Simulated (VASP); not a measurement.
# Zn3H8Se3 in VASP: a series of runs

Zn3H8Se3 is run at these levels: PBE; tasks: single point.

All numbers are computed with VASP 6.6.1; they aren't measurements. Logs are shortened: lines on timing, memory, paths and dates and some standing lists are left out, and cuts for length are marked.

## Step 1: The cell of the first run

The cell holds a wire or tube with vacuum around it, 14 atoms: a = 15.600 Å, b = 15.300 Å, c = 4.053 Å, α = 90.00°, β = 90.00°, γ = 90.00°.

## Step 2: Single point, PBE

INCAR

```
SYSTEM = Zn3H8Se3
  ALGO = Normal
  EDIFF = 1E-6
  ENCUT = 520
  GGA = PE
  ISIF = 2
  ISMEAR = 0
  LASPH = .True.
  LCHARG = .False.
  LREAL = .False.
  LWAVE = .False.
  NBANDS = 44
  NELM = 60
  PREC = Accurate
  SIGMA = 0.05
```

KPOINTS

```
k-points
0
Gamma
  1 1 8
  0 0 0
```

POSCAR

```
Zn3H8Se3
1.0
   15.6000000000      0.0000000000      0.0000000000
    0.0000000000     15.3000000000      0.0000000000
    0.0000000000      0.0000000000      4.0530231295
Zn Se H
3 3 8
Direct
    0.5000000000      0.5483381729      0.0000000000
    0.3700954125      0.3610231311      0.5000000000
    0.6299045875      0.3610231311      0.5000000000
    0.5000000000      0.6419956938      0.5000000000
    0.6299045875      0.4546806520      0.0000000000
    0.3700954125      0.4546806520      0.0000000000
    0.4230608991      0.6974666020      0.5000000000
    0.5769391009      0.6974666020      0.5000000000
    0.4512216754      0.3025333980      0.5000000000
    0.2889691497      0.3025333980      0.5000000000
    0.7068436884      0.5101515602      0.0000000000
    0.5487783246      0.3025333980      0.5000000000
    0.7110308503      0.3025333980      0.5000000000
    0.2931563116      0.5101515602      0.0000000000
```

Potentials or basis: VASP PAW PBE potentials, release 64 (Zn, Se, H).

Started as:

```bash
$ cat potpaw_PBE.64/Zn/POTCAR potpaw_PBE.64/Se/POTCAR potpaw_PBE.64/H/POTCAR > POTCAR
$ mpirun -np 1 vasp_std > vasp.out
```

OUTCAR:

```text
SYSTEM = Zn3H8Se3
   EDIFF = 1E-6
   ENCUT = 520
   GGA = PE
   ISIF = 2
   ISMEAR = 0
   LASPH = .True.
   LREAL = .False.
   NELM = 60
   PREC = Accurate

 ion  position               nearest neighbor table
   1  0.500  0.548  0.000-   4 2.48   4 2.48   6 2.48   5 2.48
   2  0.370  0.361  0.500-  10 1.55   9 1.55   6 2.48   6 2.48
   3  0.630  0.361  0.500-  13 1.55  12 1.55   5 2.48   5 2.48
   4  0.500  0.642  0.500-   7 1.47   8 1.47   1 2.48   1 2.48
   5  0.630  0.455  0.000-  11 1.47   3 2.48   3 2.48   1 2.48
   6  0.370  0.455  0.000-  14 1.47   2 2.48   2 2.48   1 2.48
   7  0.423  0.697  0.500-   4 1.47
   8  0.577  0.697  0.500-   4 1.47
   9  0.451  0.303  0.500-   2 1.55
  10  0.289  0.303  0.500-   2 1.55
  11  0.707  0.510  0.000-   5 1.47
  12  0.549  0.303  0.500-   3 1.55
  13  0.711  0.303  0.500-   3 1.55
  14  0.293  0.510  0.000-   6 1.47

  LATTYP: Found a simple orthorhombic cell.
 ALAT       =     4.0530231295
 B/A-ratio  =     3.7749599524
 C/A-ratio  =     3.8489787750

  Lattice vectors:

 A1 = (   0.0000000000,   0.0000000000,  -4.0530231295)
 A2 = (   0.0000000000,  15.3000000000,   0.0000000000)
 A3 = (  15.6000000000,   0.0000000000,   0.0000000000)

Analysis of symmetry for initial positions (statically):
=====================================================================
 Subroutine PRICEL returns:
 Original cell was already a primitive cell.

 Routine SETGRP: Setting up the symmetry group for a
 simple orthorhombic supercell.

 Subroutine GETGRP returns: Found  4 space group operations
 (whereof  4 operations were pure point group operations)
 out of a pool of  8 trial point group operations.

The static configuration has the point symmetry C_2v.

Analysis of symmetry for dynamics (positions and initial velocities):
=====================================================================
 Subroutine PRICEL returns:
 Original cell was already a primitive cell.

 Routine SETGRP: Setting up the symmetry group for a
 simple orthorhombic supercell.

 Subroutine GETGRP returns: Found  4 space group operations
 (whereof  4 operations were pure point group operations)
 out of a pool of  8 trial point group operations.

The dynamic configuration has the point symmetry C_2v.

 Subroutine INISYM returns: Found  4 space group operations
 (whereof  4 operations are pure point group operations),
 and found     1 'primitive' translations

----------------------------------------------------------------------------------------

                                     Primitive cell

  volume of cell :     967.3756

  direct lattice vectors                    reciprocal lattice vectors
    15.600000000  0.000000000  0.000000000     0.064102564  0.000000000  0.000000000
     0.000000000 15.300000000  0.000000000     0.000000000  0.065359477  0.000000000
     0.000000000  0.000000000  4.053023129     0.000000000  0.000000000  0.246729409

  length of vectors
    15.600000000 15.300000000  4.053023129     0.064102564  0.065359477  0.246729409

  position of ions in fractional coordinates (direct lattice)
     0.500000000  0.548338173  0.000000000
     0.370095412  0.361023131  0.500000000
     0.629904588  0.361023131  0.500000000
     0.500000000  0.641995694  0.500000000
     0.629904588  0.454680652  0.000000000
     0.370095412  0.454680652  0.000000000
     0.423060899  0.697466602  0.500000000
     0.576939101  0.697466602  0.500000000
     0.451221675  0.302533398  0.500000000
     0.288969150  0.302533398  0.500000000
     0.706843688  0.510151560  0.000000000
     0.548778325  0.302533398  0.500000000
     0.711030850  0.302533398  0.500000000
     0.293156312  0.510151560  0.000000000

  ion indices of the primitive-cell ions
   primitive index   ion index
                 1           1
                 2           2
                 3           3
                 4           4
                 5           5
                 6           6
                 7           7
                 8           8
                 9           9
                10          10
                11          11
                12          12
                13          13
                14          14

----------------------------------------------------------------------------------------

 KPOINTS: k-points

Automatic generation of k-mesh.
 Grid dimensions read from file:
 generate k-points for:    1    1    8

 Generating k-lattice:

  Cartesian coordinates                     Fractional coordinates (reciprocal lattice)
     0.064102564  0.000000000  0.000000000     1.000000000  0.000000000  0.000000000
     0.000000000  0.065359477  0.000000000     0.000000000  1.000000000  0.000000000
     0.000000000  0.000000000  0.030841176     0.000000000  0.000000000  0.125000000

  Length of vectors
     0.064102564  0.065359477  0.030841176

  Shift w.r.t. Gamma in fractional coordinates (k-lattice)
     0.000000000  0.000000000  0.000000000

 Subroutine IBZKPT returns following result:
 ===========================================

 Found      5 irreducible k-points:

 Following reciprocal coordinates:
            Coordinates               Weight
  0.000000  0.000000  0.000000      1.000000
  0.000000  0.000000  0.125000      2.000000
  0.000000  0.000000  0.250000      2.000000
  0.000000  0.000000  0.375000      2.000000
  0.000000  0.000000  0.500000      1.000000
   k-points           NKPTS =      5   k-points in BZ     NKDIM =      5   number of bands    NBANDS=     44
   number of dos      NEDOS =    301   number of ions     NIONS =     14
   total plane-waves  NPLWV = 432000
   dimension x,y,z NGX =   120 NGY =  120 NGZ =   30
   dimension x,y,z NGXF=   240 NGYF=  240 NGZF=   60
   ions per type =               3   3   8
   NGX,Y,Z   is equivalent  to a cutoff of  12.79, 13.04, 12.31 a.u.
   NGXF,Y,Z  is equivalent  to a cutoff of  25.58, 26.08, 24.61 a.u.
 SYSTEM =  Zn3H8Se3
   PREC   = accura    normal or accurate (medium, high low for compatibility)
   ISTART =      0    job   : 0-new  1-cont  2-samecut
   ICHARG =      2    charge: 1-file 2-atom 10-const
   ISPIN  =      1    spin polarized calculation?
   LNONCOLLINEAR =      F non collinear calculations
   LSORBIT =      F    spin-orbit coupling
   LASPH  =      T    aspherical Exc in radial PAW
   ENCUT  =  520.0 eV  38.22 Ry    6.18 a.u.  29.01 28.45  7.54*2*pi/ulx,y,z
   NELM   =     60;   NELMIN=  2; NELMDL= -5     # of ELM steps
   EDIFF  = 0.1E-05   stopping-criterion for ELM
   LREAL  =      F    real-space projection
[... 7 lines left out ...]
   TEBEG  =    0.0;   TEEND  =   0.0 temperature during run
   PSTRESS=    0.0 pullay stress
   NELECT =      62.0000    total number of electrons
   NUPDOWN=      -1.0000    fix difference up-down
   EMIN   =  10.00;   EMAX   =-10.00  energy-range for DOS
   EFERMI =   0.00;   METHOD = LEGACY
   ISMEAR =     0;   SIGMA  =   0.05  broadening in eV -4-tet -1-fermi 0-gaus
   EFERMI_NEDOS =   21; number of points for ismear=-14 and -15
   IALGO  =     38    algorithm
   IMIX   =      4    mixing-type and parameters
     AMIX     =   0.40;   BMIX     =  1.00
     AMIX_MAG =   1.60;   BMIX_MAG =  1.00
  volume/ion in A,a.u.               =      69.10       466.30
  Fermi-wavevector in a.u.,A,eV,Ry     =   0.655149  1.238053  5.839903  0.429221
  Thomas-Fermi vector in A             =   1.725934
   LORBIT       =      0    0 simple, 1 ext, 2 COOP (PROOUT), +10 PAW based schemes
   GGA     = PE    functional components
   LHFCALC =     F    Hartree Fock is set to
   AEXX    =    0.0000 exact exchange contribution
   IVDW    =     0    specifies the selected vdW correction
   LEPSILON=     F    determine dielectric tensor
   LRPA    =     F    only Hartree local field effects (RPA)
 non-spin polarized calculation
 Gauss-broadening in eV      SIGMA  =   0.05
  energy-cutoff  :      520.00
  volume of cell :      967.38
 maximum number of plane-waves:     26165
 NGX is ok and might be reduce to   120
   NGX = 59   NGY = 57   NGZ = 15

 number of electron      62.0000013 magnetization

 Free energy of the ion-electron system (eV)
  ---------------------------------------------------
  ext. energy  EPLUGINS =         0.00000000
  ---------------------------------------------------
  free energy    TOTEN  =       -36.14040891 eV

  energy without entropy =      -36.12361215  energy(sigma->0) =      -36.13201053

 E-fermi :  -2.6193     XC(G=0):  -2.5753

 val. band max:       -2.7009996124   @ k =   0.0000   0.0000   0.2500
 cond. band min:      -2.6171352393   @ k =   0.0000   0.0000   0.3750
 fundamental gap:      0.0838643731
 Fermi energy:        -2.6193104418

 k-point     1 :       0.0000    0.0000    0.0000
  band No.  band energies     occupation
      1     -20.3688      2.00000
      2     -17.9778      2.00000
      3     -17.8756      2.00000
      4     -12.5727      2.00000
      5     -12.2173      2.00000
      6     -12.0550      2.00000
[... 35 lines left out ...]
     42       0.9351      0.00000
     43       1.1920      0.00000

 k-point     2 :       0.0000    0.0000    0.1250
  band No.  band energies     occupation
      1     -20.3439      2.00000
      2     -17.9505      2.00000
      3     -17.8480      2.00000
      4     -12.5615      2.00000
      5     -12.1763      2.00000
      6     -12.0441      2.00000
[... 35 lines left out ...]
     42       0.8081      0.00000
     43       1.1829      0.00000

 k-point     3 :       0.0000    0.0000    0.2500
  band No.  band energies     occupation
      1     -20.2823      2.00000
      2     -17.8829      2.00000
      3     -17.7798      2.00000
      4     -12.5355      2.00000
      5     -12.0934      2.00000
      6     -11.9886      2.00000
[... 35 lines left out ...]
     42       1.4253      0.00000
     43       1.4435      0.00000

 k-point     4 :       0.0000    0.0000    0.3750
  band No.  band energies     occupation
      1     -20.2186      2.00000
      2     -17.8128      2.00000
      3     -17.7089      2.00000
      4     -12.5116      2.00000
      5     -12.0263      2.00000
      6     -11.8914      2.00000
[... 35 lines left out ...]
     42       1.3518      0.00000
     43       1.8758      0.00000

 k-point     5 :       0.0000    0.0000    0.5000
  band No.  band energies     occupation
      1     -20.1916      2.00000
      2     -17.7830      2.00000
      3     -17.6788      2.00000
      4     -12.5024      2.00000
      5     -11.9846      2.00000
      6     -11.8581      2.00000
[... 35 lines left out ...]
     42       1.4003      0.00000
     43       1.8916      0.00000
 [bands above 43 left out]

------------------------ aborting loop because EDIFF is reached ----------------------------------------

  FORCE on cell =-STRESS in cart. coord.  units (eV):
  Direction    XX          YY          ZZ          XY          YZ          ZX
  --------------------------------------------------------------------------------------
  -------------------------------------------------------------------------------------
  Total        6.0994478      5.2515258      6.1046523      0.0000000      0.0000000      0.0000000
  in kB       10.1019681      8.6976309     10.1105877      0.0000000      0.0000000      0.0000000
  external PRESSURE =       9.6367289 kB  Pullay stress =       0.0000000 kB

 VOLUME and BASIS-vectors are now :
 -----------------------------------------------------------------------------
  energy-cutoff  :      520.00
  volume of cell :      967.38
      direct lattice vectors                 reciprocal lattice vectors
    15.600000000  0.000000000  0.000000000     0.064102564  0.000000000  0.000000000
     0.000000000 15.300000000  0.000000000     0.000000000  0.065359477  0.000000000
     0.000000000  0.000000000  4.053023129     0.000000000  0.000000000  0.246729409

 POSITION                                       TOTAL-FORCE (eV/Angst)
 -----------------------------------------------------------------------------------
      7.80000      8.38957      0.00000         0.000000     -0.837287     -0.000000
      5.77349      5.52365      2.02651        -0.619868     -1.015995     -0.000000
      9.82651      5.52365      2.02651         0.619868     -1.015995     -0.000000
      7.80000      9.82253      2.02651         0.000000     -1.169092     -0.000000
      9.82651      6.95661      0.00000        -0.638899      0.173290     -0.000000
      5.77349      6.95661      0.00000         0.638899      0.173290     -0.000000
      6.59975     10.67124      2.02651        -0.724721      1.050075     -0.000000
      9.00025     10.67124      2.02651         0.724721      1.050075     -0.000000
      7.03906      4.62876      2.02651         0.491506      0.153572     -0.000000
      4.50792      4.62876      2.02651        -0.609645      0.138140      0.000000
     11.02676      7.80532      0.00000         0.185336      0.504107     -0.000000
      8.56094      4.62876      2.02651        -0.491506      0.153572      0.000000
     11.09208      4.62876      2.02651         0.609645      0.138140     -0.000000
      4.57324      7.80532      0.00000        -0.185336      0.504107     -0.000000
 -----------------------------------------------------------------------------------
    total drift:                                0.000000     -0.001965     -0.000010

  FREE ENERGIE OF THE ION-ELECTRON SYSTEM (eV)
  ---------------------------------------------------
  free  energy   TOTEN  =       -36.1404089141 eV

  energy  without entropy=      -36.1236121524  energy(sigma->0) =      -36.13201053
```

Wall time 10 min (1 thread of Intel Xeon Platinum 8488C (Sapphire Rapids), shared host); peak memory 0.92 GiB.

What came out:

* Free energy: -36.1404 eV
* Largest force: 1.276 eV/Å
* Band gap on the k mesh: zero (bands 31 and 32 overlap by 0.15 eV)

Forces on the atoms (eV/Å):
```
Zn   0.000 -0.837  0.000
Zn  -0.620 -1.016  0.000
Zn   0.620 -1.016  0.000
Se   0.000 -1.169  0.000
Se  -0.639  0.173  0.000
Se   0.639  0.173  0.000
H   -0.725  1.050  0.000
H    0.725  1.050  0.000
H    0.492  0.154  0.000
H   -0.610  0.138  0.000
H    0.185  0.504  0.000
H   -0.492  0.154  0.000
H    0.610  0.138  0.000
H   -0.185  0.504  0.000
```

Levels at points of the mesh, in eV from the Fermi level:
```
           k point  band 28  band 29  band 30  band 31  band 32  band 33  band 34  band 35
(0.00, 0.00, 0.00)    -2.90    -2.39    -1.97    -0.22    -0.12     0.32     0.65     1.22
(0.00, 0.00, 0.50)    -3.50    -2.39    -1.82     0.03     0.38     0.83     1.11     1.79
```

## Step 3: Single point, PBE

This run uses another cell than the first one.

INCAR

```
PREC = Accurate
ENCUT = 520
EDIFF = 1E-6
ISMEAR = 0
SIGMA = 0.05
LREAL = False
LASPH = True
NELM = 100
ALGO = Normal
ISIF = 2
LWAVE = False
LCHARG = False
GGA = PE
NBANDS = 44
```

KPOINTS

```
regular mesh
0
Gamma
  1 1 8
```

POSCAR

```
Zn3H8Se3
1.0
   15.6000000000      0.0000000000      0.0000000000
    0.0000000000     15.3000000000      0.0000000000
    0.0000000000      0.0000000000      5.1683142612
Zn Se H
3 3 8
Direct
    0.5000000000      0.4548406676      0.0000000000
    0.2515901066      0.3806457844      0.5000000000
    0.7484098934      0.3806457844      0.5000000000
    0.5000000000      0.5644299851      0.5000000000
    0.6463725641      0.4253596697      0.0000000000
    0.3536274359      0.4253596697      0.0000000000
    0.4317941351      0.6319528875      0.5000000000
    0.5682058649      0.6319528875      0.5000000000
    0.2780098730      0.2840619870      0.5000000000
    0.2110068080      0.4723409026      0.5000000000
    0.6678783754      0.5195591170      0.0000000000
    0.7219901270      0.2840619870      0.5000000000
    0.7889931920      0.4723409026      0.5000000000
    0.3321216246      0.5195591170      0.0000000000
```

Potentials or basis: VASP PAW PBE potentials, release 64 (Zn, Se, H).

Started as:

```bash
$ cat potpaw_PBE.64/Zn/POTCAR potpaw_PBE.64/Se/POTCAR potpaw_PBE.64/H/POTCAR > POTCAR
$ mpirun -np 1 vasp_std > vasp.out
```

It took 14 min on 1 thread of Intel Xeon Platinum 8488C (Sapphire Rapids), shared host; peak memory 1.1 GiB.

Results (log left out):

| Quantity | Value |
| --- | --- |
| Free energy | -39.0986 eV |
| Largest force | 0.067 eV/Å |
| Band gap on the k mesh | 2.97 eV (least direct gap 3.27 eV) |

Forces on the atoms (eV/Å):
```
Zn   0.000  0.019  0.000
Zn   0.002  0.002  0.000
Zn  -0.002  0.002  0.000
Se   0.000 -0.067  0.000
Se   0.032 -0.049  0.000
Se  -0.032 -0.049  0.000
H   -0.029  0.034  0.000
H    0.029  0.034  0.000
H    0.010 -0.037  0.000
H   -0.010  0.031  0.000
H    0.006  0.043  0.000
H   -0.010 -0.037  0.000
H    0.010  0.031  0.000
H   -0.006  0.043  0.000
```

Levels at points of the mesh, in eV from the valence-band top:
```csv
k point,band 29,band 30,band 31,band 32,band 33,band 34
"(0.00, 0.00, 0.00)",-0.56,-0.37,-0.36,2.97,3.50,3.51
"(0.00, 0.00, 0.50)",-0.38,-0.22,0.00,3.33,3.77,3.82
```

The gap in the log of VASP goes by the Fermi energy; the results here count the filled bands.